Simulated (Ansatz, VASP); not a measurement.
**Two plane-wave programs on MoS2**

```xyz
6
Lattice="3.1852 0.0000 0.0000 -1.5926 2.7585 0.0000 0.0000 0.0000 14.7071" Properties=species:S:1:pos:R:3 pbc="T T T"
Mo    0.0000    1.8390    3.6768
Mo    1.5926    0.9195   11.0303
S     0.0000    1.8390    9.4678
S     1.5926    0.9195    2.1142
S     0.0000    1.8390   12.5929
S     1.5926    0.9195    5.2393
```

Alike in both runs: functional PBE; k mesh 12 × 12 × 4; occupations gaussian, width 0.02 eV; no spin polarisation.

Ansatz relaxed the structure, and its values are those at the end. VASP's run is a single point on that final structure, the one shown.

|  | VASP | Ansatz |
| --- | --- | --- |
| version | VASP 6.6.1 | Ansatz 0.2.0 |
| potentials or method | VASP PAW PBE potentials, release 64 (Mo_sv, S), cutoff 520 eV | scalar-relativistic, plane waves, PAW |
| valence electrons in the cell | 52 | 52 |

VASP gave:

* gap on the k mesh at the Fermi level (eV): 1.45
* least direct gap on the mesh (eV): 1.67
* pressure (GPa): -0.1
* rms of the force components (eV/Å): 0.006

Problem. What did Ansatz give for the same quantities?

Solution. gap on the k mesh at the Fermi level (eV): 1.43; least direct gap on the mesh (eV): 1.66; pressure (GPa): 0.0; rms of the force components (eV/Å): 0.000.
